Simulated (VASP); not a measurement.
# SnO in VASP: single point with PBE+D3(BJ)

Aim: the single point of SnO with PBE+D3(BJ).

Everything below comes from runs of VASP 6.6.1. Logs are shortened: lines on timing, memory, paths and dates and some standing lists are left out, and cuts for length are marked.

### 1 The cell of the first run

The cell holds a slab with vacuum, 8 atoms: a = 3.820 Å, b = 3.820 Å, c = 22.226 Å, α = 90.00°, β = 90.00°, γ = 90.00°.

### 2 Single point, PBE+D3(BJ) (layers slid over each other)

INCAR

```
SYSTEM = SnO
ALGO = Normal ; DIPOL = 0.5 0.5 0.408
EDIFF = 1E-6 ; ENCUT = 520
GGA = PE ; IDIPOL = 3
ISIF = 2 ; ISMEAR = 0
IVDW = 12 ; LASPH = .True.
LCHARG = .True. ; LDIPOL = .True.
LELF = .True. ; LREAL = .False.
LVACPOTAV = .True. ; LVHAR = .True.
LWAVE = .False. ; NBANDS = 50
NELM = 60 ; PREC = Accurate
SIGMA = 0.05
```

KPOINTS

```
k-points
0
Gamma
  7 7 1
  0 0 0
```

POSCAR

```
SnO
1.0
    3.8201636883      0.0000000000      0.0000000000
    0.0000000000      3.8201636883      0.0000000000
    0.0000000000      0.0000000000     22.2260802162
Sn O
4 4
Direct
    0.7500000000      0.2500000000      0.2024648501
    0.2500000000      0.7500000000      0.3087831971
    0.6250000000      1.2500000000      0.5067488283
    1.1250000000      0.7500000000      0.6130671753
    0.2500000000      0.2500000000      0.2556240236
    0.7500000000      0.7500000000      0.2556240236
    1.1250000000      1.2500000000      0.5599080018
    0.6250000000      0.7500000000      0.5599080018
```

Potentials or basis: VASP PAW PBE potentials, release 64 (Sn_d, O).

Launch:

```bash
> cat potpaw_PBE.64/Sn_d/POTCAR potpaw_PBE.64/O/POTCAR > POTCAR
> mpirun -np 1 vasp_std > vasp.out
```

OUTCAR:

```text
SYSTEM = SnO
   EDIFF = 1E-6
   ENCUT = 520
   GGA = PE
   ISIF = 2
   ISMEAR = 0
   IVDW = 12
   LASPH = .True.
   LREAL = .False.
   NELM = 60
   PREC = Accurate
 IVDW          = 12

 ion  position               nearest neighbor table
   1  0.750  0.250  0.202-   5 2.25   6 2.25   6 2.25   5 2.25   2 3.59   2 3.59   2 3.59   2 3.59

   2  0.250  0.750  0.309-   5 2.25   6 2.25   5 2.25   6 2.25   1 3.59   1 3.59   1 3.59   1 3.59

   3  0.625  0.250  0.507-   7 2.25   8 2.25   8 2.25   7 2.25   4 3.59   4 3.59   4 3.59   4 3.59

   4  0.125  0.750  0.613-   7 2.25   8 2.25   7 2.25   8 2.25   3 3.59   3 3.59   3 3.59   3 3.59

   5  0.250  0.250  0.256-   1 2.25   2 2.25   2 2.25   1 2.25
   6  0.750  0.750  0.256-   1 2.25   2 2.25   1 2.25   2 2.25
   7  0.125  0.250  0.560-   3 2.25   3 2.25   4 2.25   4 2.25
   8  0.625  0.750  0.560-   3 2.25   3 2.25   4 2.25   4 2.25

  LATTYP: Found a simple tetragonal cell.
 ALAT       =     3.8201636883
 C/A-ratio  =     5.8180962989

  Lattice vectors:

 A1 = (   3.8201636883,   0.0000000000,   0.0000000000)
 A2 = (   0.0000000000,   3.8201636883,   0.0000000000)
 A3 = (   0.0000000000,   0.0000000000,  22.2260802162)

Analysis of symmetry for initial positions (statically):
=====================================================================
 Subroutine PRICEL returns:
 Original cell was already a primitive cell.

 Routine SETGRP: Setting up the symmetry group for a
 simple tetragonal supercell.

 Subroutine GETGRP returns: Found  4 space group operations
 (whereof  1 operations were pure point group operations)
 out of a pool of 16 trial point group operations.

The static configuration has the point symmetry C_1 .
 The point group associated with its full space group is C_2h.

Analysis of symmetry for dynamics (positions and initial velocities):
=====================================================================
 Subroutine PRICEL returns:
 Original cell was already a primitive cell.

 Routine SETGRP: Setting up the symmetry group for a
 simple tetragonal supercell.

 Subroutine GETGRP returns: Found  4 space group operations
 (whereof  1 operations were pure point group operations)
 out of a pool of 16 trial point group operations.

The dynamic configuration has the point symmetry C_1 .
 The point group associated with its full space group is C_2h.

 Subroutine INISYM returns: Found  4 space group operations
 (whereof  1 operations are pure point group operations),
 and found     1 'primitive' translations

----------------------------------------------------------------------------------------

                                     Primitive cell

  volume of cell :     324.3596

  direct lattice vectors                    reciprocal lattice vectors
     3.820163688  0.000000000  0.000000000     0.261768888  0.000000000  0.000000000
     0.000000000  3.820163688  0.000000000     0.000000000  0.261768888  0.000000000
     0.000000000  0.000000000 22.226080216     0.000000000  0.000000000  0.044992189

  length of vectors
     3.820163688  3.820163688 22.226080216     0.261768888  0.261768888  0.044992189

  position of ions in fractional coordinates (direct lattice)
     0.750000000  0.250000000  0.202464850
     0.250000000  0.750000000  0.308783197
     0.625000000  0.250000000  0.506748828
     0.125000000  0.750000000  0.613067175
     0.250000000  0.250000000  0.255624024
     0.750000000  0.750000000  0.255624024
     0.125000000  0.250000000  0.559908002
     0.625000000  0.750000000  0.559908002

  ion indices of the primitive-cell ions
   primitive index   ion index
                 1           1
                 2           2
                 3           3
                 4           4
                 5           5
                 6           6
                 7           7
                 8           8

----------------------------------------------------------------------------------------

 KPOINTS: k-points

Automatic generation of k-mesh.
 Grid dimensions read from file:
 generate k-points for:    7    7    1

 Generating k-lattice:

  Cartesian coordinates                     Fractional coordinates (reciprocal lattice)
     0.037395555  0.000000000  0.000000000     0.142857143  0.000000000  0.000000000
     0.000000000  0.037395555  0.000000000     0.000000000  0.142857143  0.000000000
     0.000000000  0.000000000  0.044992189     0.000000000  0.000000000  1.000000000

  Length of vectors
     0.037395555  0.037395555  0.044992189

  Shift w.r.t. Gamma in fractional coordinates (k-lattice)
     0.000000000  0.000000000  0.000000000

 Subroutine IBZKPT returns following result:
 ===========================================

 Found     16 irreducible k-points:

 Following reciprocal coordinates:
            Coordinates               Weight
  0.000000  0.000000  0.000000      1.000000
  0.142857  0.000000  0.000000      2.000000
  0.000000  0.142857  0.000000      2.000000
  0.285714  0.000000  0.000000      2.000000
  0.000000  0.285714  0.000000      2.000000
  0.428571  0.000000  0.000000      2.000000
[... 8 lines left out ...]
 -0.285714  0.428571  0.000000      4.000000
  0.428571  0.428571  0.000000      4.000000
   k-points           NKPTS =     16   k-points in BZ     NKDIM =     16   number of bands    NBANDS=     50
   number of dos      NEDOS =    301   number of ions     NIONS =      8
   total plane-waves  NPLWV = 131712
   dimension x,y,z NGX =    28 NGY =   28 NGZ =  168
   dimension x,y,z NGXF=    56 NGYF=   56 NGZF=  336
   ions per type =               4   4
   NGX,Y,Z   is equivalent  to a cutoff of  12.19, 12.19, 12.57 a.u.
   NGXF,Y,Z  is equivalent  to a cutoff of  24.37, 24.37, 25.13 a.u.
 SYSTEM =  SnO
   PREC   = accura    normal or accurate (medium, high low for compatibility)
   ISTART =      0    job   : 0-new  1-cont  2-samecut
   ICHARG =      2    charge: 1-file 2-atom 10-const
   ISPIN  =      1    spin polarized calculation?
   LNONCOLLINEAR =      F non collinear calculations
   LSORBIT =      F    spin-orbit coupling
   LASPH  =      T    aspherical Exc in radial PAW
   ENCUT  =  520.0 eV  38.22 Ry    6.18 a.u.   7.10  7.10 41.33*2*pi/ulx,y,z
   NELM   =     60;   NELMIN=  2; NELMDL= -5     # of ELM steps
   EDIFF  = 0.1E-05   stopping-criterion for ELM
   LREAL  =      F    real-space projection
   EDIFFG = 0.1E-04   stopping-criterion for IOM
   NSW    =      0    number of steps for IOM
   IBRION =     -1    ionic relax: 0-MD 1-quasi-New 2-CG
   NFREE  =      0    steps in history (QN), initial steepest desc. (CG)
   ISIF   =      2    stress and relaxation
   ISYM   =      2    0-nonsym 1-usesym 2-fastsym
   POTIM  = 0.5000    time-step for ionic-motion
   TEBEG  =    0.0;   TEEND  =   0.0 temperature during run
   PSTRESS=    0.0 pullay stress
   NELECT =      80.0000    total number of electrons
   NUPDOWN=      -1.0000    fix difference up-down
   EMIN   =  10.00;   EMAX   =-10.00  energy-range for DOS
   EFERMI =   0.00;   METHOD = LEGACY
   ISMEAR =     0;   SIGMA  =   0.05  broadening in eV -4-tet -1-fermi 0-gaus
   EFERMI_NEDOS =   21; number of points for ismear=-14 and -15
   IALGO  =     38    algorithm
   IMIX   =      4    mixing-type and parameters
     AMIX     =   0.40;   BMIX     =  1.00
     AMIX_MAG =   1.60;   BMIX_MAG =  1.00
  volume/ion in A,a.u.               =      40.54       273.61
  Fermi-wavevector in a.u.,A,eV,Ry     =   1.026666  1.940118 14.341129  1.054043
  Thomas-Fermi vector in A             =   2.160571
   LORBIT       =      0    0 simple, 1 ext, 2 COOP (PROOUT), +10 PAW based schemes
   GGA     = PE    functional components
   LHFCALC =     F    Hartree Fock is set to
   AEXX    =    0.0000 exact exchange contribution
   IVDW    =    12    specifies the selected vdW correction
   LEPSILON=     F    determine dielectric tensor
   LRPA    =     F    only Hartree local field effects (RPA)
 non-spin polarized calculation
 Gauss-broadening in eV      SIGMA  =   0.05
  energy-cutoff  :      520.00
  volume of cell :      324.36
 maximum number of plane-waves:      8769
   NGX = 15   NGY = 15   NGZ = 83

 dipolmoment           0.000000      0.000000      0.000000 electrons x Angstroem

 number of electron      79.9999970 magnetization

 dipolmoment           0.000000      0.000000     -0.000000 electrons x Angstroem

 Free energy of the ion-electron system (eV)
  ---------------------------------------------------
  ext. energy  EPLUGINS =         0.00000000
  ---------------------------------------------------
  free energy    TOTEN  =       -45.18655599 eV

  energy without entropy =      -45.18655599  energy(sigma->0) =      -45.18655599

 E-fermi :  -0.0417     XC(G=0):  -5.3478

 val. band max:       -0.2785948817   @ k =   0.1429   0.1429   0.0000
 cond. band min:       2.3269941165   @ k =   0.0000   0.0000   0.0000
 fundamental gap:      2.6055889982
 Fermi energy:        -0.0417499681

 k-point     1 :       0.0000    0.0000    0.0000
  band No.  band energies     occupation
      1     -21.0605      2.00000
      2     -21.0605      2.00000
      3     -20.7000      2.00000
      4     -20.6999      2.00000
      5     -20.6618      2.00000
      6     -20.6618      2.00000
[... 42 lines left out ...]
     49       5.2027      0.00000
     50       5.2124      0.00000

 k-point     2 :       0.1429    0.0000    0.0000
  band No.  band energies     occupation
      1     -21.0516      2.00000
      2     -21.0515      2.00000
      3     -20.7006      2.00000
      4     -20.7005      2.00000
      5     -20.6637      2.00000
      6     -20.6635      2.00000
[... 42 lines left out ...]
     49       5.3884      0.00000
     50       5.4764      0.00000

 k-point     3 :       0.0000    0.1429    0.0000
  band No.  band energies     occupation
      1     -21.0516      2.00000
      2     -21.0515      2.00000
      3     -20.7005      2.00000
      4     -20.7005      2.00000
      5     -20.6637      2.00000
      6     -20.6636      2.00000
[... 42 lines left out ...]
     49       5.3670      0.00000
     50       5.4753      0.00000

 k-point     4 :       0.2857    0.0000    0.0000
  band No.  band energies     occupation
      1     -21.0266      2.00000
      2     -21.0265      2.00000
      3     -20.7968      2.00000
      4     -20.7967      2.00000
      5     -20.6680      2.00000
      6     -20.6679      2.00000
[... 575 lines left out ...]
 k-point    15 :      -0.2857    0.4286    0.0000
  band No.  band energies     occupation
      1     -20.9954      2.00000
      2     -20.9953      2.00000
      3     -20.9533      2.00000
      4     -20.9532      2.00000
      5     -20.6648      2.00000
      6     -20.6647      2.00000
[... 42 lines left out ...]
     49       5.8011      0.00000
     50       6.1104      0.00000

 k-point    16 :       0.4286    0.4286    0.0000
  band No.  band energies     occupation
      1     -21.0013      2.00000
      2     -21.0010      2.00000
      3     -20.9873      2.00000
      4     -20.9871      2.00000
      5     -20.6665      2.00000
      6     -20.6665      2.00000
[... 42 lines left out ...]
     49       5.9807      0.00000
     50       6.1785      0.00000

------------------------ aborting loop because EDIFF is reached ----------------------------------------

 Edisp (eV)   -1.22310

 E8    (eV) :    -0.5410

  FORCE on cell =-STRESS in cart. coord.  units (eV):
  Direction    XX          YY          ZZ          XY          YZ          ZX
  --------------------------------------------------------------------------------------
  -------------------------------------------------------------------------------------
  Total       0.12435     0.13027    -0.29623     0.00000     0.00000     0.05766
  in kB       0.61422     0.64347    -1.46322     0.00000     0.00000     0.28482
  external pressure =       -0.07 kB  Pullay stress =        0.00 kB

 VOLUME and BASIS-vectors are now :
 -----------------------------------------------------------------------------
  energy-cutoff  :      520.00
  volume of cell :      324.36
      direct lattice vectors                 reciprocal lattice vectors
     3.820163688  0.000000000  0.000000000     0.261768888  0.000000000  0.000000000
     0.000000000  3.820163688  0.000000000     0.000000000  0.261768888  0.000000000
     0.000000000  0.000000000 22.226080216     0.000000000  0.000000000  0.044992189

 POSITION                                       TOTAL-FORCE (eV/Angst)
 -----------------------------------------------------------------------------------
      2.86512      0.95504      4.50000        -0.001205      0.000000     -0.082255
      0.95504      2.86512      6.86304        -0.003630      0.000000      0.174727
      2.38760      0.95504     11.26304         0.003630      0.000000     -0.174727
      0.47752      2.86512     13.62608         0.001205      0.000000      0.082255
      0.95504      0.95504      5.68152         0.002351     -0.000000      0.008965
      2.86512      2.86512      5.68152        -0.006884      0.000000      0.008989
      0.47752      0.95504     12.44456         0.006884     -0.000000     -0.008989
      2.38760      2.86512     12.44456        -0.002351      0.000000     -0.008965
 -----------------------------------------------------------------------------------
    total drift:                                0.000000      0.000000     -0.000001

  FREE ENERGIE OF THE ION-ELECTRON SYSTEM (eV)
  ---------------------------------------------------
  free  energy   TOTEN  =       -46.4096605016 eV

  energy  without entropy=      -46.4096605016  energy(sigma->0) =      -46.40966050

 vacuum level on the upper side and lower side of the slab         4.922         4.922
```

Wall time 5.3 min (1 thread of Oxide Virtual Turin-like, shared host); peak memory 0.41 GiB.

What came out:

```
Free energy                : -46.4097 eV
Largest force              : 0.175 eV/Å
Band gap on the k mesh     : 2.61 eV (least direct gap 2.62 eV)
Dispersion energy per atom : -0.153 eV
```

Forces on the atoms (eV/Å):
```
Sn  -0.001  0.000 -0.082
Sn  -0.004  0.000  0.175
Sn   0.004  0.000 -0.175
Sn   0.001  0.000  0.082
O    0.002  0.000  0.009
O   -0.007  0.000  0.009
O    0.007  0.000 -0.009
O   -0.002  0.000 -0.009
```

Caveat: the cell differs from its parent crystal (layers slid over each other); spin-orbit coupling is left out, which moves the levels of the heavy elements.
